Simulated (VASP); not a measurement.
A run of VASP 6.6.1 is set up as follows.

Contents of INCAR:

```
PREC = Accurate
ENCUT = 520
EDIFF = 1E-6
ISMEAR = 0
SIGMA = 0.05
LREAL = F
LASPH = T
NELM = 80
ALGO = Normal
ISIF = 2
LWAVE = F
LCHARG = F
GGA = PE
NBANDS = 35
```

Contents of KPOINTS:

```
Automatic mesh
0
Gamma
  12 12 2
```

File POSCAR:

```
WS2
1.0
    3.1877810946      0.0000000000      0.0000000000
   -1.5938905473      2.7606994096      0.0000000000
    0.0000000000      0.0000000000     14.7749679767
W S
2 4
Direct
    0.3333333333      0.6666666667      0.2500000000
    0.6666666667      0.3333333333      0.7500000000
    0.3228367995      0.6589826706      0.6436696682
    0.6666666667      0.3333333333      0.1436696682
    0.3438298672      0.6743506627      0.8563303318
    0.6666666667      0.3333333333      0.3563303318
```

Potentials or basis: VASP PAW PBE potentials, release 64 (W_sv, S).

Run with:

```bash
$ cat potpaw_PBE.64/W_sv/POTCAR potpaw_PBE.64/S/POTCAR > POTCAR
$ mpirun -np 1 vasp_std > vasp.out
```

Estimate the band gap on the k mesh.

1.63 eV (least direct gap 1.80 eV).

What does it give for the pressure?

0.0 GPa.

What does it give for the largest force?

0.296 eV/Å.

Forces on the atoms (eV/Å):
```
W    0.000  0.000  0.000
W   -0.014  0.000  0.000
S    0.213  0.205 -0.015
S    0.000  0.000 -0.004
S   -0.198 -0.205  0.015
S    0.000  0.000  0.004
```

Caveat: the cell differs from its parent crystal (atoms displaced along a vibrational mode); spin-orbit coupling is left out, which moves the levels of the heavy elements. A k mesh can miss the band edges.
